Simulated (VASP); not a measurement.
A run of VASP 6.6.1:

The input INCAR:

```
SYSTEM = Ag
PREC = Accurate ; ENCUT = 520
EDIFF = 1E-7 ; ISMEAR = 0
SIGMA = 0.1 ; LREAL = .FALSE.
LASPH = .TRUE. ; NELM = 100
ALGO = Fast ; ISIF = 2
LWAVE = .FALSE. ; LCHARG = .FALSE.
GGA = CA ; ISYM = 0
NBANDS = 18
```

KPOINTS

```
regular mesh
0
G
  9 9 16
  0 0 0
```

File POSCAR:

```
Ag
1.0
    3.8197495164      0.0000000000     -0.0019515129
    0.0000000000      3.8197500149      0.0000000000
   -1.9109557728      0.0000000000      2.1357071053
Ag
2
Direct
    0.0000000000      0.0000000000      0.0000000000
    0.5000000000      0.5000000000      0.0000000000
```

Potentials or basis: VASP PAW LDA potentials, release 64 (Ag).

The run is started by

```console
$ cat potpaw_LDA.64/Ag/POTCAR > POTCAR
$ mpirun -np 1 vasp_std > vasp.out
```

Hardware: 1 thread of Intel(R) Xeon(R) 6975P-C (Granite Rapids), on a shared host.

Problem. How long does it take, and how much memory?

Solution. Run time: 2.2 min on 1 thread of Intel(R) Xeon(R) 6975P-C (Granite Rapids), on a shared host, peak memory 0.37 GiB. Counts: scf iterations 14, k points 649.
